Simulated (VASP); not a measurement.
# C (Fd-3m) in VASP: further runs, part 2 of 2

VASP 6.6.1. Earlier steps stand in the parts before.

## Step 3: Single point, r2SCAN+D4

This run uses another cell than the first one, of 5.56 Å³/atom.

File POSCAR:

```
C
1.0
    0.0000000000      1.7714007132      1.7714007132
    1.7714007132      0.0000000000      1.7714007132
    1.7714007132      1.7714007132      0.0000000000
C
2
Direct
    0.7500000000      0.7500000000      0.7500000000
    0.5000000000      0.5000000000      0.5000000000
```

File INCAR.step1:

```
SYSTEM = C
  PREC = Accurate
  ENCUT = 1430
  ISMEAR = -1
  SIGMA = 0.05
  LREAL = .False.
  LASPH = .True.
  NELM = 120
  NBANDS = 11
  GGA = PE
  ALGO = Normal
  EDIFF = 1E-5
  LWAVE = .True.
  LCHARG = .False.
  GGA_COMPAT = .False.
```

File INCAR.step2:

```
SYSTEM = C
  PREC = Accurate
  ENCUT = 1430
  EDIFF = 1E-6
  ISMEAR = -1
  SIGMA = 0.05
  LREAL = .False.
  LASPH = .True.
  NELM = 120
  ALGO = Normal
  ISIF = 2
  LWAVE = .False.
  LCHARG = .True.
  METAGGA = R2SCAN
  LMIXTAU = .True.
  IVDW = 13
  VDW_S6 = 1.0
  VDW_S8 = 0.6018749
  VDW_A1 = 0.51559235
  VDW_A2 = 5.77342911
  LELF = .True.
  LVHAR = .True.
  NBANDS = 11
  ISTART = 1
  GGA_COMPAT = .False.
```

File KPOINTS:

```
regular mesh
0
Gamma
  13 13 13
  0 0 0
```

Potentials or basis: VASP PAW PBE potentials, release 64 (C_h).

Command:

```console
cat potpaw_PBE.64/C_h/POTCAR > POTCAR
cp INCAR.step1 INCAR
mpirun -np 1 vasp_std > vasp.out
cp INCAR.step2 INCAR
mpirun -np 1 vasp_std > vasp.out
```

OUTCAR:

```text
SYSTEM = C
   PREC = Accurate
   ENCUT = 1430
   EDIFF = 1E-6
   ISMEAR = -1
   LREAL = .False.
   LASPH = .True.
   NELM = 120
   ISIF = 2
   METAGGA = R2SCAN
   IVDW = 13
   ISTART = 1

 ion  position               nearest neighbor table
   1  0.750  0.750  0.750-
   2  0.500  0.500  0.500-

  LATTYP: Found a face centered cubic cell.
 ALAT       =     3.5428014264

  Lattice vectors:

 A1 = (   0.0000000000,   1.7714007132,   1.7714007132)
 A2 = (   1.7714007132,   0.0000000000,   1.7714007132)
 A3 = (   1.7714007132,   1.7714007132,   0.0000000000)

Analysis of symmetry for initial positions (statically):
=====================================================================
 Subroutine PRICEL returns:
 Original cell was already a primitive cell.

 Routine SETGRP: Setting up the symmetry group for a
 face centered cubic supercell.

 Subroutine GETGRP returns: Found 48 space group operations
 (whereof 24 operations were pure point group operations)
 out of a pool of 48 trial point group operations.

The static configuration has the point symmetry T_d .
 The point group associated with its full space group is O_h .

Analysis of symmetry for dynamics (positions and initial velocities):
=====================================================================
 Subroutine PRICEL returns:
 Original cell was already a primitive cell.

 Routine SETGRP: Setting up the symmetry group for a
 face centered cubic supercell.

 Subroutine GETGRP returns: Found 48 space group operations
 (whereof 24 operations were pure point group operations)
 out of a pool of 48 trial point group operations.

The dynamic configuration has the point symmetry T_d .
 The point group associated with its full space group is O_h .

 Subroutine INISYM returns: Found 48 space group operations
 (whereof 24 operations are pure point group operations),
 and found     1 'primitive' translations

----------------------------------------------------------------------------------------

                                     Primitive cell

  volume of cell :      11.1168

  direct lattice vectors                    reciprocal lattice vectors
     0.000000000  1.771400713  1.771400713    -0.282262503  0.282262503  0.282262503
     1.771400713  0.000000000  1.771400713     0.282262503 -0.282262503  0.282262503
     1.771400713  1.771400713  0.000000000     0.282262503  0.282262503 -0.282262503

  length of vectors
     2.505138913  2.505138913  2.505138913     0.488892997  0.488892997  0.488892997

  position of ions in fractional coordinates (direct lattice)
     0.750000000  0.750000000  0.750000000
     0.500000000  0.500000000  0.500000000

  ion indices of the primitive-cell ions
   primitive index   ion index
                 1           1
                 2           2

----------------------------------------------------------------------------------------

 KPOINTS: regular mesh

Automatic generation of k-mesh.
 Grid dimensions read from file:
 generate k-points for:   13   13   13

 Generating k-lattice:

  Cartesian coordinates                     Fractional coordinates (reciprocal lattice)
[... 22 lines left out ...]
  0.384615  0.000000  0.000000      8.000000
[... 16 lines left out ...]
  0.384615  0.153846  0.000000     24.000000
  0.461538  0.153846  0.000000     24.000000
 [... further k-points ...]
   k-points           NKPTS =     84   k-points in BZ     NKDIM =     84   number of bands    NBANDS=     11
   number of dos      NEDOS =    301   number of ions     NIONS =      2
   total plane-waves  NPLWV =  32768
   dimension x,y,z NGX =    32 NGY =   32 NGZ =   32
   dimension x,y,z NGXF=    64 NGYF=   64 NGZF=   64
   ions per type =               2
   NGX,Y,Z   is equivalent  to a cutoff of  21.24, 21.24, 21.24 a.u.
   NGXF,Y,Z  is equivalent  to a cutoff of  42.47, 42.47, 42.47 a.u.
 SYSTEM =  C
   PREC   = accura    normal or accurate (medium, high low for compatibility)
   ISTART =      1    job   : 0-new  1-cont  2-samecut
   ICHARG =      0    charge: 1-file 2-atom 10-const
   ISPIN  =      1    spin polarized calculation?
   LNONCOLLINEAR =      F non collinear calculations
   LSORBIT =      F    spin-orbit coupling
   LASPH  =      T    aspherical Exc in radial PAW
   ENCUT  = 1430.0 eV 105.10 Ry   10.25 a.u.   7.72  7.72  7.72*2*pi/ulx,y,z
   NELM   =    120;   NELMIN=  2; NELMDL=  0     # of ELM steps
   EDIFF  = 0.1E-05   stopping-criterion for ELM
   LREAL  =      F    real-space projection
   EDIFFG = 0.1E-04   stopping-criterion for IOM
   NSW    =      0    number of steps for IOM
   IBRION =     -1    ionic relax: 0-MD 1-quasi-New 2-CG
   NFREE  =      0    steps in history (QN), initial steepest desc. (CG)
   ISIF   =      2    stress and relaxation
   ISYM   =      2    0-nonsym 1-usesym 2-fastsym
   POTIM  = 0.5000    time-step for ionic-motion
   TEBEG  =    0.0;   TEEND  =   0.0 temperature during run
   PSTRESS=    0.0 pullay stress
   NELECT =       8.0000    total number of electrons
   NUPDOWN=      -1.0000    fix difference up-down
   EMIN   =  10.00;   EMAX   =-10.00  energy-range for DOS
   EFERMI =   0.00;   METHOD = LEGACY
   ISMEAR =    -1;   SIGMA  =   0.05  broadening in eV -4-tet -1-fermi 0-gaus
   EFERMI_NEDOS =   21; number of points for ismear=-14 and -15
   IALGO  =     38    algorithm
   IMIX   =      4    mixing-type and parameters
     AMIX     =   0.40;   BMIX     =  1.00
     AMIX_MAG =   1.60;   BMIX_MAG =  1.00
  volume/ion in A,a.u.               =       5.56        37.51
  Fermi-wavevector in a.u.,A,eV,Ry     =   1.467049  2.772321 29.282913  2.152233
  Thomas-Fermi vector in A             =   2.582714
   LORBIT       =      0    0 simple, 1 ext, 2 COOP (PROOUT), +10 PAW based schemes
   METAGGA = R2SCAN    functional components
   LHFCALC =     F    Hartree Fock is set to
   AEXX    =    0.0000 exact exchange contribution
   IVDW    =    13    specifies the selected vdW correction
   LEPSILON=     F    determine dielectric tensor
   LRPA    =     F    only Hartree local field effects (RPA)
 non-spin polarized calculation
  energy-cutoff  :     1430.00
  volume of cell :       11.12
 maximum number of plane-waves:      1381
   NGX = 15   NGY = 15   NGZ = 15

 number of electron       8.0000000 magnetization

 Free energy of the ion-electron system (eV)
  ---------------------------------------------------
  ext. energy  EPLUGINS =         0.00000000
  ---------------------------------------------------
  free energy    TOTEN  =       -19.71953761 eV

  energy without entropy =      -19.71953761  energy(sigma->0) =      -19.71953761

 E-fermi :  12.1231     XC(G=0): -14.3808

 val. band max:       11.2273482267   @ k =   0.0000   0.0000   0.0000
 cond. band min:      15.6408592458   @ k =   0.3846   0.3846   0.0000
 fundamental gap:      4.4135110192
 Fermi energy:        12.1230569101

 k-point     1 :       0.0000    0.0000    0.0000
  band No.  band energies     occupation
      1     -11.7222      2.00000
      2      11.2273      2.00000
      3      11.2273      2.00000
      4      11.2273      2.00000
      5      17.1639      0.00000
      6      17.1639      0.00000
      7      17.1639      0.00000
      8      25.5686      0.00000
      9      31.9079      0.00000
     10      38.8039      0.00000
     11      38.8039      0.00000
[... 309 lines left out ...]
 k-point    24 :       0.4615    0.1538    0.0000
  band No.  band energies     occupation
      1      -6.4274      2.00000
      2      -0.8037      2.00000
      3       6.4524      2.00000
      4       7.0228      2.00000
      5      18.7684      0.00000
      6      22.5528      0.00000
      7      22.9035      0.00000
      8      26.1772      0.00000
      9      33.3026      0.00000
     10      36.2153      0.00000
     11      39.8778      0.00000

 [... further k-points ...]

------------------------ aborting loop because EDIFF is reached ----------------------------------------

  DFT-D4 for vdW energy calculation

  Edisp (eV):   -0.17956

  FORCE on cell =-STRESS in cart. coord.  units (eV):
  Direction    XX          YY          ZZ          XY          YZ          ZX
  --------------------------------------------------------------------------------------
  -------------------------------------------------------------------------------------
  Total       0.27591     0.27591     0.27591    -0.00000     0.00000    -0.00000
  in kB      39.76523    39.76523    39.76523    -0.00000     0.00000    -0.00000
  external pressure =       39.77 kB  Pullay stress =        0.00 kB

 VOLUME and BASIS-vectors are now :
 -----------------------------------------------------------------------------
  energy-cutoff  :     1430.00
  volume of cell :       11.12
      direct lattice vectors                 reciprocal lattice vectors
     0.000000000  1.771400713  1.771400713    -0.282262503  0.282262503  0.282262503
     1.771400713  0.000000000  1.771400713     0.282262503 -0.282262503  0.282262503
     1.771400713  1.771400713  0.000000000     0.282262503  0.282262503 -0.282262503

 POSITION                                       TOTAL-FORCE (eV/Angst)
 -----------------------------------------------------------------------------------
      2.65710      2.65710      2.65710        -0.000000     -0.000000     -0.000000
      1.77140      1.77140      1.77140         0.000000      0.000000      0.000000
 -----------------------------------------------------------------------------------
    total drift:                               -0.000000     -0.000000      0.000000

  FREE ENERGIE OF THE ION-ELECTRON SYSTEM (eV)
  ---------------------------------------------------
  free  energy   TOTEN  =       -19.8990961989 eV

  energy  without entropy=      -19.8990961989  energy(sigma->0) =      -19.89909620
```

It took 80 s on 1 thread of Intel Xeon Platinum 8259CL at 2.50GHz (Skylake/Cascade Lake), shared host; peak memory 0.19 GiB.

Results:

* Free energy: -19.8991 eV
* Pressure: 4.0 GPa
* Band gap on the k mesh: 4.41 eV (least direct gap 5.94 eV)
* Dispersion energy per atom: -0.090 eV

Levels at points of the mesh, in eV from the valence-band top:
| k point | band 1 | band 2 | band 3 | band 4 | band 5 | band 6 | band 7 | band 8 | band 9 |
| --- | --- | --- | --- | --- | --- | --- | --- | --- | --- |
| (0.00, 0.00, 0.00) | -22.95 | 0.00 | 0.00 | 0.00 | 5.94 | 5.94 | 5.94 | 14.34 | 20.68 |

Caveat: the cell stands under pressure; the PAW data sets were made with another functional, which shifts forces and pressure a little; an odd mesh through Γ misses points on the zone boundary, where band edges can lie.
